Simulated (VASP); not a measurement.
Nb, 1 atom in the cell. Symmetry: Im-3m, No. 229, cubic system. The conventional cell has a = 3.336 Å, b = 3.336 Å, c = 3.336 Å, α = 90.00°, β = 90.00°, γ = 90.00°. Within 3.8 Å of Nb (site symmetry m-3m) lie 14 Nb at 2.89 to 3.34 Å. 

- Program: VASP 6.6.1
- Task: single point
- Functional: PBE
- Potentials or basis: VASP PAW PBE potentials, release 64 (Nb_sv)
- Cutoff: 520 eV
- k mesh: 6 × 6 × 6
- Occupations: gaussian, width 0.05 eV
- Spin: no spin polarisation
- Dipole correction: no
- Further INCAR settings: ALGO = Normal; EDIFF = 1e-07; NBANDS = 12

Potentials or basis: VASP PAW PBE potentials, release 64 (Nb_sv).

Command:

```sh
$ cat potpaw_PBE.64/Nb_sv/POTCAR > POTCAR
$ mpirun -np 1 vasp_std > vasp.out
```

Hardware: 1 thread of Intel(R) Xeon(R) 6975P-C (Granite Rapids), with other jobs on the host.

Problem. Estimate the wall time of this run.

Solution. Run time: 3.4 s on 1 thread of Intel(R) Xeon(R) 6975P-C (Granite Rapids), with other jobs on the host, peak memory 0.13 GiB. Counts: scf iterations 14, k points 16.
